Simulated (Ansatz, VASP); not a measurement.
# C in VASP and in Ansatz

```
C
1.0
     0.01973    1.75899    1.75899
     1.75899    0.01973    1.75899
     1.75899    1.75899    0.01973
C
2
Direct
  0.00020 0.00020 0.00020
  0.24980 0.24980 0.24980
```

Change from the starting cell: strained cell.

Alike in both runs: functional LDA; k mesh 9 × 9 × 9; occupations gaussian, width 0.02 eV; no spin polarisation.

Ansatz relaxed the structure, and its values are those at the end. VASP's run is a single point on that final structure, the one shown.

|  | VASP | Ansatz |
| --- | --- | --- |
| version | VASP 6.6.1 | Ansatz 0.2.0 |
| potentials or method | VASP PAW LDA potentials, release 64 (C), cutoff 600 eV | scalar-relativistic, plane waves, PAW |
| valence electrons in the cell | 8 | 8 |

|  | VASP | Ansatz | Ansatz less VASP |
| --- | --- | --- | --- |
| gap on the k mesh at the Fermi level (eV) | 4.23 | 4.24 | +0.005 |
| least direct gap on the mesh (eV) | 5.34 | 5.34 | -0.002 |
| pressure (GPa) | 15.2 | 14.1 | -1.07 |

Ansatz warns that its potentials were made for another functional, while VASP's fit it. LDA's correlation is that of Perdew and Zunger in VASP and of Perdew and Wang (1992) in Ansatz. Ansatz's warnings: stress scf threshold loose.
